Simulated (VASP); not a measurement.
A run of VASP 6.6.1 is set up as follows.

Contents of INCAR:

```
  ALGO = Normal
  EDIFF = 1E-7
  EDIFFG = -0.003
  ENCUT = 600
  GGA = CA
  GGA_COMPAT = False
  IBRION = 2
  ISIF = 3
  ISMEAR = 0
  LASPH = True
  LCHARG = False
  LMAXMIX = 6
  LREAL = False
  LWAVE = False
  NELM = 200
  NELMIN = 4
  NSW = 80
  PREC = Accurate
  PSTRESS = 300.0
  SIGMA = 0.01
```

File KPOINTS:

```
k-points
0
Gamma
  8 8 8
```

The input POSCAR:

```
CeO2
1.0
    0.0000000000      2.6075456515      2.6075456515
    2.6075456515      0.0000000000      2.6075456515
    2.6075456515      2.6075456515      0.0000000000
Ce O
1 2
Direct
    0.0000000000      0.0000000000      0.0000000000
    0.2500000000      0.2500000000      0.2500000000
    0.7500000000      0.7500000000      0.7500000000
```

Potentials or basis: VASP PAW LDA potentials, release 64 (Ce, O).

Launch:

```sh
$ cat potpaw_LDA.64/Ce/POTCAR potpaw_LDA.64/O/POTCAR > POTCAR
$ mpirun -np 1 vasp_std > vasp.out
```

(1) What does it give for the relaxed volume?

(2) What does it give for the band gap on the k mesh?

(3) Estimate the space group after relaxing (to 0.1 Å).

(4) Estimate the relaxed cell.

Answers

(1) 11.46 Å³/atom.

(2) 2.25 eV (least direct gap 2.41 eV).

(3) Fm-3m (No. 225).

(4) a = 3.649 Å, b = 3.649 Å, c = 3.649 Å, α = 60.00°, β = 60.00°, γ = 60.00°.

Caveat: the cell is relaxed towards a set pressure, so the run minimises the enthalpy, not the energy; spin-orbit coupling is left out, which moves the levels of the heavy elements.
